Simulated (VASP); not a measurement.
Runs of VASP 6.6.1 on SnSe2. The structure is that of space group P-3m1 (No. 164), or close to it. The cells are those of the table. 

| cell | gap on the mesh (eV) | pressure (GPa) | largest force (eV/Å) |
| --- | --- | --- | --- |
| a = 3.687, b = 3.832, c = 6.590 Å, angles 90.0, 90.0, 118.8°, 3 atoms | 0.71 | 1.7 | 0.06 |
| a = 3.994, b = 3.994, c = 6.257 Å, angles 90.0, 90.0, 120.0°, 3 atoms | 0.71 | -2.8 | 0.01 |
| a = 4.071, b = 4.071, c = 6.290 Å, angles 90.0, 90.0, 120.0°, 3 atoms | 0.42 | -4.8 | (b) |
| a = 3.994, b = 3.994, c = 6.368 Å, angles 90.0, 90.0, 120.0°, 3 atoms | 0.83 | (a) | 0.12 |
| a = 4.071, b = 4.071, c = 6.080 Å, angles 90.0, 90.0, 120.0°, 3 atoms | 0.19 | -3.8 | 0.01 |

Alike in all rows: task single point; level r2SCAN; potentials or basis VASP PAW PBE potentials, release 64 (Sn_d, Se); no spin polarisation; k mesh 12 × 12 × 4; cutoff (eV) 520; smearing gaussian 0.02 eV.

Task: Fill in the values left out.

Result: (a) -3.3; (b) 0.23.

Caveats: the PAW data sets were made with another functional, which shifts forces and pressure a little; spin-orbit coupling is left out, which moves the levels of the heavy elements.

A k mesh can miss the band edges, and the runs leave out spin-orbit coupling on Se, Sn.
